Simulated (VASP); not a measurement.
Set up this calculation in VASP 6.6.1, as the native input.

- Task: single point
- Functional: PBE
- Potentials or basis: VASP PAW PBE potentials, release 64 (Sn_d, Al)
- Cutoff: 520 eV
- k mesh: 6 × 6 × 7
- Occupations: gaussian, width 0.025 eV
- Spin: no spin polarisation
- Dipole correction: no
- Further INCAR settings: ALGO = Normal; EDIFF = 1e-07; NBANDS = 16

The structure of AlSn lies in POSCAR:

```
AlSn
1.0
    4.1981056157      0.0000000000      0.0000000000
   -2.0990528078      3.6356661109      0.0000000000
    0.0000000000      0.0000000000      3.3068470000
Sn Al
1 1
Direct
    0.3333333333      0.6666666667      0.5000000000
    0.0000000000      0.0000000000      0.0000000000
```

One way to write it, as run:

INCAR

```
PREC     = Accurate       # precision mode
ENCUT    = 520            # plane-wave cutoff, eV
EDIFF    = 1E-7           # SCF threshold, eV
ISMEAR   = 0              # smearing method
SIGMA    = 0.025          # smearing width, eV
LREAL    = False          # projectors in reciprocal space
LASPH    = True           # aspherical terms in the spheres
NELM     = 100            # most SCF steps
ALGO     = Normal         # electronic algorithm
ISIF     = 2              # what is computed and relaxed
LWAVE    = False          # write WAVECAR
LCHARG   = False          # write CHGCAR
GGA      = PE             # functional
NBANDS   = 16             # bands
```

KPOINTS

```
regular mesh
0
Gamma
  6 6 7
```

Potentials or basis: VASP PAW PBE potentials, release 64 (Sn_d, Al).

The run is started by

```bash
$ cat potpaw_PBE.64/Sn_d/POTCAR potpaw_PBE.64/Al/POTCAR > POTCAR
$ mpirun -np 1 vasp_std > vasp.out
```

It gave:

- Pressure: -0.2 GPa

Run time: 23 s on 1 thread of Intel Xeon 8259CL, with other jobs on the host, peak memory 0.18 GiB.
